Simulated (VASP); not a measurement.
Input of a VASP 6.6.1 run:

File INCAR:

```
SYSTEM = Al2Ru
PREC = Accurate
ENCUT = 520
EDIFF = 1E-6
ISMEAR = 0
SIGMA = 0.03
LREAL = .FALSE.
LASPH = .TRUE.
NELM = 60
ALGO = Fast
ISIF = 2
LWAVE = .FALSE.
LCHARG = .FALSE.
NBANDS = 29
```

KPOINTS

```
regular mesh
0
G
  10 10 10
  0 0 0
```

The input POSCAR:

```
Al2Ru
1.0
    0.0000000000      4.1327314142      4.5434233575
    2.2243467839      0.0000000000      4.5434233575
    2.2243467839      4.1327314142      0.0000000000
Al Ru
4 2
Direct
    0.0788992938      0.4211007062      0.0788992938
    0.4211007062      0.0788992938      0.4211007062
    0.1711007062      0.8288992938      0.1711007062
    0.8288992938      0.1711007062      0.8288992938
    0.7500000000      0.7500000000      0.7500000000
    0.5000000000      0.5000000000      0.5000000000
```

Potentials or basis: VASP PAW LDA potentials, release 64 (Al, Ru_pv).

Launch:

```sh
$ cat potpaw_LDA.64/Al/POTCAR potpaw_LDA.64/Ru_pv/POTCAR > POTCAR
$ mpirun -np 1 vasp_std > vasp.out
```

Problem. Predict the largest force.

Solution. 0.335 eV/Å.

Problem. Estimate the pressure.

Solution. -5.0 GPa.

Stress tensor (GPa, compression positive):
```
 10.65   0.00   0.00
  0.00 -11.73   0.00
  0.00   0.00 -13.94
```

Caveat: the stress differs along the axes, from -14 to 11 GPa.
